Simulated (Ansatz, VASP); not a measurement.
Pd: VASP beside Ansatz

INCAR

```
PREC     = Accurate       # precision mode
ENCUT    = 520            # plane-wave cutoff, eV
EDIFF    = 1E-7           # SCF threshold, eV
ISMEAR   = -1             # smearing method
SIGMA    = 0.05           # smearing width, eV
LREAL    = F              # projectors in reciprocal space
LASPH    = T              # aspherical terms in the spheres
NELM     = 80             # most SCF steps
ALGO     = Normal         # electronic algorithm
ISIF     = 2              # what is computed and relaxed
LWAVE    = F              # write WAVECAR
LCHARG   = F              # write CHGCAR
GGA      = PS             # functional
NBANDS   = 17             # bands
```

KPOINTS

```
regular mesh
0
Gamma
  12 12 7
```

The input POSCAR:

```
Pd
1.0
    2.7983685316      0.0000000000      0.0000000000
   -1.3991842658      2.4234582375      0.0000000000
    0.0000000000      0.0000000000      4.5333570212
Pd
2
Direct
    0.3666666667      0.6833333333      0.2750000000
    0.6333333333      0.3166666667      0.7250000000
```

Input for Ansatz:

```yaml
crystal:
  lattice:
    - [2.7983685316, 0.0, 0.0]
    - [-1.3991842658, 2.4234582375, 0.0]
    - [0.0, 0.0, 4.5333570212]
  atoms:
    - { symbol: Pd, position: [0.3666666667, 0.6833333333, 0.275] }
    - { symbol: Pd, position: [0.6333333333, 0.3166666667, 0.725] }
kpoints:
  mp_grid: { grid: [12, 12, 7] }
scf:
  occupations: { method: fermi_dirac, width: 0.05 }
hamiltonian:
  xc: pbesol
  pseudopotentials: { kind: all_electron, lapw: { basis_error: 0.001 } }
output:
  forces: true
  stress: true
  eigenvalues: true
  populations: true
```

Change from the starting cell: shortest bond scaled by 1.1, LAPW.

Alike in both runs: task single point; functional PBEsol; k mesh 12 × 12 × 7; occupations fermi-dirac, width 0.05 eV; no spin polarisation.

|  | VASP | Ansatz |
| --- | --- | --- |
| version | VASP 6.6.1 | Ansatz 0.2.0 |
| potentials or method | VASP PAW PBE potentials, release 64 (Pd), cutoff 520 eV | all-electron LAPW, scalar-relativistic |

|  | VASP | Ansatz | Ansatz less VASP |
| --- | --- | --- | --- |
| pressure (GPa) | -3.3 | -3.0 | +0.29 |
| traceless stress, the component that is largest in VASP (GPa) | 4.04 | 4.13 | +0.086 |
| rms of the force components (eV/Å) | 1.141 | 1.158 | +0.0172 |

VASP's potentials were made for PBE, not for PBEsol. Atom by atom the forces differ by 0.017 eV/Å (rms over components). Ansatz ran all-electron here, and VASP with PAW potentials.
